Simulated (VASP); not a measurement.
# PbF2 (Fm-3m) in VASP: notebook

PbF2 is run at these levels: PBEsol; tasks: single point.

Program: VASP 6.6.1. These are calculated values, not measurements. Logs are shortened: lines on timing, memory, paths and dates and some standing lists are left out, and cuts for length are marked.

### 1 The cell of the first run

It takes space group Fm-3m (No. 225, cubic). The conventional cell has a = 5.629 Å, b = 5.629 Å, c = 5.629 Å, α = 90.00°, β = 90.00°, γ = 90.00°. Within 3.2 Å of Pb (site symmetry m-3m) lie 8 F at 2.44 Å. F (site symmetry -43m) has 4 Pb at 2.44 Å and 6 F at 2.81 Å within 3.2 Å.

### 2 Single point, PBEsol

INCAR

```
SYSTEM = PbF2
PREC = Accurate ; ENCUT = 520
EDIFF = 1E-7 ; ISMEAR = 0
SIGMA = 0.01 ; LREAL = .False.
LASPH = .True. ; NELM = 100
ALGO = Normal ; ISIF = 2
LWAVE = .False. ; LCHARG = .False.
GGA = PS ; NBANDS = 21
```

KPOINTS

```
Automatic mesh
0
Gamma
  8 8 8
  0 0 0
```

POSCAR

```
PbF2
1.0
    2.8145626881      2.8145626881      0.0000000000
   -2.8145626881      2.8145626881      0.0000000000
    0.0000000000      2.8145626881      2.8145626881
Pb F
1 2
Direct
    0.0000000000      0.0000000000      0.0000000000
    0.2500000000      0.7500000000      0.5000000000
    0.7500000000      0.2500000000      0.5000000000
```

Potentials or basis: VASP PAW PBE potentials, release 64 (Pb_d, F).

Launch:

```
$ cat potpaw_PBE.64/Pb_d/POTCAR potpaw_PBE.64/F/POTCAR > POTCAR
$ mpirun -np 1 vasp_std > vasp.out
```

OUTCAR:

```text
SYSTEM = PbF2
   PREC = Accurate
   ENCUT = 520
   EDIFF = 1E-7
   ISMEAR = 0
   LREAL = .False.
   LASPH = .True.
   NELM = 100
   ISIF = 2
   GGA = PS

 ion  position               nearest neighbor table
   1  0.000  0.000  0.000-   3 2.44   2 2.44   3 2.44   2 2.44   2 2.44   3 2.44   2 2.44   3 2.44

   2  0.250  0.750  0.500-   1 2.44   1 2.44   1 2.44   1 2.44
   3  0.750  0.250  0.500-   1 2.44   1 2.44   1 2.44   1 2.44

  LATTYP: Found a face centered cubic cell.
 ALAT       =     5.6291253762

  Lattice vectors:

 A1 = (   0.0000000000,   2.8145626881,   2.8145626881)
 A2 = (   2.8145626881,   0.0000000000,   2.8145626881)
 A3 = (   2.8145626881,   2.8145626881,   0.0000000000)

Analysis of symmetry for initial positions (statically):
=====================================================================
 Subroutine PRICEL returns:
 Original cell was already a primitive cell.

 Routine SETGRP: Setting up the symmetry group for a
 face centered cubic supercell.

 Subroutine GETGRP returns: Found 48 space group operations
 (whereof 48 operations were pure point group operations)
 out of a pool of 48 trial point group operations.

The static configuration has the point symmetry O_h .

Analysis of symmetry for dynamics (positions and initial velocities):
=====================================================================
 Subroutine PRICEL returns:
 Original cell was already a primitive cell.

 Routine SETGRP: Setting up the symmetry group for a
 face centered cubic supercell.

 Subroutine GETGRP returns: Found 48 space group operations
 (whereof 48 operations were pure point group operations)
 out of a pool of 48 trial point group operations.

The dynamic configuration has the point symmetry O_h .

 Subroutine INISYM returns: Found 48 space group operations
 (whereof 48 operations are pure point group operations),
 and found     1 'primitive' translations

----------------------------------------------------------------------------------------

                                     Primitive cell

  volume of cell :      44.5926

  direct lattice vectors                    reciprocal lattice vectors
     2.814562688  2.814562688  0.000000000     0.177647491  0.177647491 -0.177647491
    -2.814562688  2.814562688  0.000000000    -0.177647491  0.177647491 -0.177647491
     0.000000000  2.814562688  2.814562688     0.000000000  0.000000000  0.355294982

  length of vectors
     3.980392726  3.980392726  3.980392726     0.307694480  0.307694480  0.355294982

  position of ions in fractional coordinates (direct lattice)
     0.000000000  0.000000000  0.000000000
     0.250000000  0.750000000  0.500000000
     0.750000000  0.250000000  0.500000000

  ion indices of the primitive-cell ions
   primitive index   ion index
                 1           1
                 2           2
                 3           3

----------------------------------------------------------------------------------------

 KPOINTS: Automatic mesh

Automatic generation of k-mesh.
 Grid dimensions read from file:
 generate k-points for:    8    8    8

 Generating k-lattice:

  Cartesian coordinates                     Fractional coordinates (reciprocal lattice)
     0.022205936  0.022205936 -0.022205936     0.125000000  0.000000000  0.000000000
    -0.022205936  0.022205936 -0.022205936     0.000000000  0.125000000  0.000000000
     0.000000000  0.000000000  0.044411873     0.000000000  0.000000000  0.125000000

  Length of vectors
     0.038461810  0.038461810  0.044411873

  Shift w.r.t. Gamma in fractional coordinates (k-lattice)
     0.000000000  0.000000000  0.000000000

 Subroutine IBZKPT returns following result:
 ===========================================

 Found     29 irreducible k-points:

 Following reciprocal coordinates:
            Coordinates               Weight
  0.000000  0.000000  0.000000      1.000000
  0.125000  0.000000  0.000000      8.000000
  0.250000  0.000000  0.000000      8.000000
  0.375000  0.000000  0.000000      8.000000
  0.500000  0.000000  0.000000      4.000000
  0.125000  0.125000  0.000000     12.000000
[... 16 lines left out ...]
  0.375000  0.250000  0.125000     48.000000
  0.500000  0.250000  0.125000     24.000000
 [... further k-points ...]
   k-points           NKPTS =     29   k-points in BZ     NKDIM =     29   number of bands    NBANDS=     21
   number of dos      NEDOS =    301   number of ions     NIONS =      3
   total plane-waves  NPLWV =  27000
   dimension x,y,z NGX =    30 NGY =   30 NGZ =   30
   dimension x,y,z NGXF=    60 NGYF=   60 NGZF=   60
   ions per type =               1   2
   NGX,Y,Z   is equivalent  to a cutoff of  12.53, 12.53, 12.53 a.u.
   NGXF,Y,Z  is equivalent  to a cutoff of  25.06, 25.06, 25.06 a.u.
 SYSTEM =  PbF2
   PREC   = accura    normal or accurate (medium, high low for compatibility)
   ISTART =      0    job   : 0-new  1-cont  2-samecut
   ICHARG =      2    charge: 1-file 2-atom 10-const
   ISPIN  =      1    spin polarized calculation?
   LNONCOLLINEAR =      F non collinear calculations
   LSORBIT =      F    spin-orbit coupling
   LASPH  =      T    aspherical Exc in radial PAW
   ENCUT  =  520.0 eV  38.22 Ry    6.18 a.u.   7.40  7.40  7.40*2*pi/ulx,y,z
   NELM   =    100;   NELMIN=  2; NELMDL= -5     # of ELM steps
   EDIFF  = 0.1E-06   stopping-criterion for ELM
   LREAL  =      F    real-space projection
   EDIFFG = 0.1E-05   stopping-criterion for IOM
   NSW    =      0    number of steps for IOM
   IBRION =     -1    ionic relax: 0-MD 1-quasi-New 2-CG
   NFREE  =      0    steps in history (QN), initial steepest desc. (CG)
   ISIF   =      2    stress and relaxation
   ISYM   =      2    0-nonsym 1-usesym 2-fastsym
   POTIM  = 0.5000    time-step for ionic-motion
   TEBEG  =    0.0;   TEEND  =   0.0 temperature during run
   PSTRESS=    0.0 pullay stress
   NELECT =      28.0000    total number of electrons
   NUPDOWN=      -1.0000    fix difference up-down
   EMIN   =  10.00;   EMAX   =-10.00  energy-range for DOS
   EFERMI =   0.00;   METHOD = LEGACY
   ISMEAR =     0;   SIGMA  =   0.01  broadening in eV -4-tet -1-fermi 0-gaus
   EFERMI_NEDOS =   21; number of points for ismear=-14 and -15
   IALGO  =     38    algorithm
   IMIX   =      4    mixing-type and parameters
     AMIX     =   0.40;   BMIX     =  1.00
     AMIX_MAG =   1.60;   BMIX_MAG =  1.00
  volume/ion in A,a.u.               =      14.86       100.31
  Fermi-wavevector in a.u.,A,eV,Ry     =   1.401866  2.649143 26.738564  1.965229
  Thomas-Fermi vector in A             =   2.524685
   LORBIT       =      0    0 simple, 1 ext, 2 COOP (PROOUT), +10 PAW based schemes
   GGA     = PS    functional components
   LHFCALC =     F    Hartree Fock is set to
   AEXX    =    0.0000 exact exchange contribution
   IVDW    =     0    specifies the selected vdW correction
   LEPSILON=     F    determine dielectric tensor
   LRPA    =     F    only Hartree local field effects (RPA)
 non-spin polarized calculation
 Gauss-broadening in eV      SIGMA  =   0.01
  energy-cutoff  :      520.00
  volume of cell :       44.59
 maximum number of plane-waves:      1243
 NGX is ok and might be reduce to    30
   NGX = 15   NGY = 15   NGZ = 15

 number of electron      28.0000031 magnetization

 Free energy of the ion-electron system (eV)
  ---------------------------------------------------
  ext. energy  EPLUGINS =         0.00000000
  ---------------------------------------------------
  free energy    TOTEN  =       -14.65603655 eV

  energy without entropy =      -14.65603655  energy(sigma->0) =      -14.65603655

 E-fermi :   3.9530     XC(G=0): -10.4841

 val. band max:        3.8753137880   @ k =   0.5000   0.5000   0.2500
 cond. band min:       8.0824468177   @ k =   0.5000   0.5000   0.0000
 fundamental gap:      4.2071330297
 Fermi energy:         3.9530025326

 k-point     1 :       0.0000    0.0000    0.0000
  band No.  band energies     occupation
      1     -18.5769      2.00000
      2     -17.5952      2.00000
      3     -10.8602      2.00000
      4     -10.8602      2.00000
      5     -10.8602      2.00000
      6     -10.6934      2.00000
[... 13 lines left out ...]
     20      19.0757      0.00000
     21      21.9506      0.00000

 k-point     2 :       0.1250    0.0000    0.0000
  band No.  band energies     occupation
      1     -18.5289      2.00000
      2     -17.6397      2.00000
      3     -10.8470      2.00000
      4     -10.8470      2.00000
      5     -10.7963      2.00000
      6     -10.6940      2.00000
[... 13 lines left out ...]
     20      18.6572      0.00000
     21      21.2919      0.00000

 k-point     3 :       0.2500    0.0000    0.0000
  band No.  band energies     occupation
      1     -18.4036      2.00000
      2     -17.7544      2.00000
      3     -10.8221      2.00000
      4     -10.8221      2.00000
      5     -10.6881      2.00000
      6     -10.6881      2.00000
[... 13 lines left out ...]
     20      18.0715      0.00000
     21      20.0464      0.00000

 k-point     4 :       0.3750    0.0000    0.0000
  band No.  band energies     occupation
      1     -18.2447      2.00000
      2     -17.8961      2.00000
      3     -10.8102      2.00000
      4     -10.8102      2.00000
      5     -10.6683      2.00000
      6     -10.6683      2.00000
[... 13 lines left out ...]
     20      17.7452      0.00000
     21      19.1546      0.00000

 k-point     5 :       0.5000    0.0000    0.0000
  band No.  band energies     occupation
      1     -18.1305      2.00000
      2     -18.0016      2.00000
      3     -10.8090      2.00000
      4     -10.8090      2.00000
      5     -10.6562      2.00000
      6     -10.6562      2.00000
[... 13 lines left out ...]
     20      17.6593      0.00000
     21      18.8530      0.00000
[... 382 lines left out ...]
     20      20.1708      0.00000
     21      21.3642      0.00000

 k-point    22 :       0.2500    0.2500    0.1250
  band No.  band energies     occupation
      1     -18.3139      2.00000
      2     -17.8295      2.00000
      3     -10.7788      2.00000
      4     -10.7689      2.00000
      5     -10.7150      2.00000
      6     -10.6624      2.00000
[... 13 lines left out ...]
     20      19.9138      0.00000
     21      20.6875      0.00000

 k-point    23 :       0.3750    0.2500    0.1250
  band No.  band energies     occupation
      1     -18.1861      2.00000
      2     -17.9379      2.00000
      3     -10.7573      2.00000
      4     -10.7541      2.00000
      5     -10.6904      2.00000
      6     -10.6374      2.00000
[... 13 lines left out ...]
     20      20.4838      0.00000
     21      20.8201      0.00000

 k-point    24 :       0.5000    0.2500    0.1250
  band No.  band energies     occupation
      1     -18.0898      2.00000
      2     -18.0251      2.00000
      3     -10.7544      2.00000
      4     -10.7525      2.00000
      5     -10.6664      2.00000
      6     -10.6281      2.00000
[... 13 lines left out ...]
     20      20.7835      0.00000
     21      20.8429      0.00000

 [... further k-points ...]

------------------------ aborting loop because EDIFF is reached ----------------------------------------

  FORCE on cell =-STRESS in cart. coord.  units (eV):
  Direction    XX          YY          ZZ          XY          YZ          ZX
  --------------------------------------------------------------------------------------
  -------------------------------------------------------------------------------------
  Total        4.1155297      4.1155297      4.1155297      0.0000000     -0.0000000     -0.0000000
  in kB      147.8677780    147.8677780    147.8677780      0.0000000     -0.0000000     -0.0000000
  external PRESSURE =     147.8677780 kB  Pullay stress =       0.0000000 kB

 VOLUME and BASIS-vectors are now :
 -----------------------------------------------------------------------------
  energy-cutoff  :      520.00
  volume of cell :       44.59
      direct lattice vectors                 reciprocal lattice vectors
     2.814562688  2.814562688  0.000000000     0.177647491  0.177647491 -0.177647491
    -2.814562688  2.814562688  0.000000000    -0.177647491  0.177647491 -0.177647491
     0.000000000  2.814562688  2.814562688     0.000000000  0.000000000  0.355294982

 POSITION                                       TOTAL-FORCE (eV/Angst)
 -----------------------------------------------------------------------------------
      0.00000      0.00000      0.00000        -0.000000     -0.000000      0.000000
     -1.40728      4.22184      1.40728         0.000000      0.000000      0.000000
      1.40728      4.22184      1.40728        -0.000000     -0.000000      0.000000
 -----------------------------------------------------------------------------------
    total drift:                               -0.000000      0.000000     -0.000000

  FREE ENERGIE OF THE ION-ELECTRON SYSTEM (eV)
  ---------------------------------------------------
  free  energy   TOTEN  =       -14.6560365528 eV

  energy  without entropy=      -14.6560365528  energy(sigma->0) =      -14.65603655
```

Run time: 54 s. Hardware: 1 thread of Intel Xeon 8259CL, shared host; peak memory 0.18 GiB.

Results:

| Quantity | Value |
| --- | --- |
| Free energy | -14.6560 eV |
| Pressure | 14.8 GPa |
| Band gap on the k mesh | 4.21 eV (least direct gap 4.39 eV) |

Levels at points of the mesh, in eV from the valence-band top:
| k point | band 10 | band 11 | band 12 | band 13 | band 14 | band 15 | band 16 | band 17 | band 18 | band 19 |
| --- | --- | --- | --- | --- | --- | --- | --- | --- | --- | --- |
| (0.00, 0.00, 0.00) | -3.59 | -3.59 | -3.09 | -3.09 | -3.09 | 6.69 | 6.69 | 6.69 | 10.76 | 15.20 |
| (0.50, 0.00, 0.00) | -3.98 | -3.98 | -3.22 | -3.22 | -0.13 | 4.78 | 8.00 | 8.00 | 13.22 | 13.78 |
| (0.50, 0.50, 0.00) | -5.08 | -2.57 | -2.51 | -2.51 | -0.18 | 4.21 | 8.31 | 8.33 | 8.33 | 14.63 |

Caveat: the cell stands under pressure; the PAW data sets were made with another functional, which shifts forces and pressure a little; spin-orbit coupling is left out, which moves the levels of the heavy elements.

### 3 Single point, PBEsol

This run uses another cell than the first one, of 15.44 Å³/atom.

INCAR

```
SYSTEM = PbF2
PREC     = Accurate       ! precision mode
ENCUT    = 520            ! plane-wave cutoff, eV
EDIFF    = 1E-6           ! SCF threshold, eV
ISMEAR   = 0              ! smearing method
SIGMA    = 0.01           ! smearing width, eV
LREAL    = .FALSE.        ! projectors in reciprocal space
LASPH    = .TRUE.         ! aspherical terms in the spheres
NELM     = 80             ! most SCF steps
ALGO     = Normal         ! electronic algorithm
ISIF     = 2              ! what is computed and relaxed
LWAVE    = .FALSE.        ! write WAVECAR
LCHARG   = .FALSE.        ! write CHGCAR
GGA      = PS             ! functional
NBANDS   = 21             ! bands
```

KPOINTS

```
regular mesh
0
G
  8 8 8
  0 0 0
```

POSCAR

```
PbF2
1.0
    2.8504586003      2.8504586003      0.0000000000
   -2.8504586003      2.8504586003      0.0000000000
    0.0000000000      2.8504586003      2.8504586003
Pb F
1 2
Direct
    0.0000000000      0.0000000000      0.0000000000
    0.2500000000      0.7500000000      0.5000000000
    0.7500000000      0.2500000000      0.5000000000
```

Potentials or basis: VASP PAW PBE potentials, release 64 (Pb_d, F).

Launch:

```
$ cat potpaw_PBE.64/Pb_d/POTCAR potpaw_PBE.64/F/POTCAR > POTCAR
$ mpirun -np 1 vasp_std > vasp.out
```

It took 49 s on 1 thread of Intel Xeon 8259CL, shared host; peak memory 0.18 GiB.

The run converged. Its results:

```
Free energy            : -14.7918 eV
Pressure               : 9.8 GPa
Band gap on the k mesh : 4.24 eV (least direct gap 4.41 eV)
```

Levels at points of the mesh, in eV from the valence-band top:
```
           k point  band 11  band 12  band 13  band 14  band 15  band 16  band 17  band 18
(0.00, 0.00, 0.00)    -3.30    -2.79    -2.79    -2.79     6.71     6.71     6.71    10.72
(0.50, 0.00, 0.00)    -3.64    -2.94    -2.94    -0.10     4.84     7.91     7.91    13.19
(0.50, 0.50, 0.00)    -2.30    -2.25    -2.25    -0.17     4.24     8.21     8.21     8.45
```

Caveat: the cell stands under pressure; the PAW data sets were made with another functional, which shifts forces and pressure a little; spin-orbit coupling is left out, which moves the levels of the heavy elements. A k mesh can miss the band edges.
